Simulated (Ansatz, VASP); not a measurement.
As: VASP beside Ansatz

```
CELL_PARAMETERS angstrom
-2.88956 2.53260 1.32852
2.53260 -2.88956 1.32852
2.84283 2.84283 -1.98230
ATOMIC_POSITIONS crystal
As 0.02084 0.97916 0.00000
As 0.72916 0.27084 0.50000
```

Alike in both runs: task single point; functional LDA; k mesh 16 × 16 × 10; occupations fermi-dirac, width 0.1 eV; no spin polarisation.

```csv
,VASP,Ansatz
version,VASP 6.6.1,Ansatz 0.2.0
potentials or method,"VASP PAW LDA potentials, release 64 (As), cutoff 520 eV","plane waves (420 eV) with PAW, scalar-relativistic"
valence electrons in the cell,10,30
```

|  | VASP | Ansatz | Ansatz less VASP |
| --- | --- | --- | --- |
| pressure (GPa) | 9.1 | 8.4 | -0.70 |
| traceless stress, the component that is largest in VASP (GPa) | 0.95 | 0.87 | -0.081 |

Ansatz warns that its potentials were made for another functional, while VASP's fit it. LDA's correlation is that of Perdew and Zunger in VASP and of Perdew and Wang (1992) in Ansatz. VASP's potentials hold 10 valence electrons a cell and Ansatz's 30, so a difference there can come from the potentials and not from the codes.
